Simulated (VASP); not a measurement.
Input of a VASP 6.6.1 run:

The input INCAR:

```
SYSTEM = SiW2
PREC = Accurate
ENCUT = 520
EDIFF = 1E-6
ISMEAR = 0
SIGMA = 0.1
LREAL = .FALSE.
LASPH = .TRUE.
NELM = 80
ALGO = Normal
ISIF = 2
LWAVE = .FALSE.
LCHARG = .FALSE.
GGA = PE
NBANDS = 23
```

KPOINTS

```
Automatic mesh
0
G
  6 6 4
  0 0 0
```

Contents of POSCAR:

```
SiW2
1.0
    3.0814763500      0.0000000000      0.0000000000
   -1.5407381700      2.6686368000      0.0000000000
    0.0000000000      0.0000000000      6.4154633600
Si W
1 2
Direct
    0.0000000000      0.0000000000      0.0000000000
    0.0000000000      0.0000000000      0.6990243800
    0.0000000000      0.0000000000      0.3009756200
```

Potentials or basis: VASP PAW PBE potentials, release 64 (Si, W_sv).

Launch:

```bash
$ cat potpaw_PBE.64/Si/POTCAR potpaw_PBE.64/W_sv/POTCAR > POTCAR
$ mpirun -np 1 vasp_std > vasp.out
```

Question: Predict the band gap on the k mesh.

Answer: Zero (bands 16 and 17 overlap by 0.77 eV).

Question: What does it give for the pressure?

Answer: 38.7 GPa.

Forces in eV/Å, atoms in the order of the input:
```
Si    0.000   0.000   0.000
W     0.000   0.000 -15.007
W     0.000   0.000  15.007
```

Caveat: the k points lie up to 0.39 Å⁻¹ apart, too coarse for converged energies and pressures of a metal; spin-orbit coupling is left out, which moves the levels of the heavy elements; forces of over 1 eV/Å act on the atoms, so gaps and moduli don't describe the material at rest.
